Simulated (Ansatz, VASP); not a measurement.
## Tc, level by level in two programs

```
Tc
1.0
     2.79374    0.00000    0.00000
    -1.39687    2.41945    0.00000
     0.00000    0.00000    4.48426
Tc
2
Direct
  0.66667 0.33333 0.75000
  0.33333 0.66667 0.25000
```

Single points on this cell with VASP 6.6.1 and Ansatz 0.2.0. Each row is one pair of runs. Alike in all rows: spin: off; k mesh: 11 × 11 × 6; smearing: fermi-dirac, width 0.05 eV; Ansatz's potentials, cutoff: Ansatz PAW earlier set, 500 eV.

```tsv
level	VASP's potentials, cutoff	gap on the k mesh at the Fermi level (eV), VASP	gap on the k mesh at the Fermi level (eV), Ansatz	pressure (GPa), VASP	pressure (GPa), Ansatz
PBEsol	VASP PAW PBE potentials, release 64 (Tc_pv), 520 eV	none	none	-22.3	-21.7
LDA	VASP PAW LDA potentials, release 64 (Tc_pv), 520 eV	none	none	-26.5	-26.5
r2SCAN	VASP PAW PBE potentials, release 64 (Tc_pv), 520 eV	none	none	-17.8	-18.0
```

Pressure (GPa): the two programs differ by at most 0.6.

VASP's potentials hold 26 valence electrons a cell and Ansatz's 30, so a difference there can come from the potentials and not from the codes.

A gap of «none» marks a metal or a gap that the smearing closes.
